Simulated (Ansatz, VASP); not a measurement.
## Ni: VASP beside Ansatz

```
Ni
1.0
     0.00000    1.75725    1.75725
     1.75725    0.00000    1.75725
     1.75725    1.75725    0.00000
Ni
1
Direct
  0.00000 0.00000 0.00000
```

Alike in both runs: task single point; functional PBE; k mesh 15 × 15 × 15; no spin polarisation.

|  | VASP | Ansatz |
| --- | --- | --- |
| version | VASP 6.6.1 | Ansatz 0.2.0 |
| potentials or method | VASP PAW PBE potentials, release 64 (Ni), cutoff 520 eV | plane waves (420 eV) with PAW, scalar-relativistic |
| occupations | methfessel-paxton of order 1, width 0.3 eV | cold, width 0.3 eV |
| valence electrons in the cell | 10 | 18 |

Ansatz gave:

```
pressure (GPa) : -0.8
```

Question: Estimate VASP's values.

Answer: Pressure (GPa): -0.5.

VASP's potentials hold 10 valence electrons a cell and Ansatz's 18, so a difference there can come from the potentials and not from the codes.
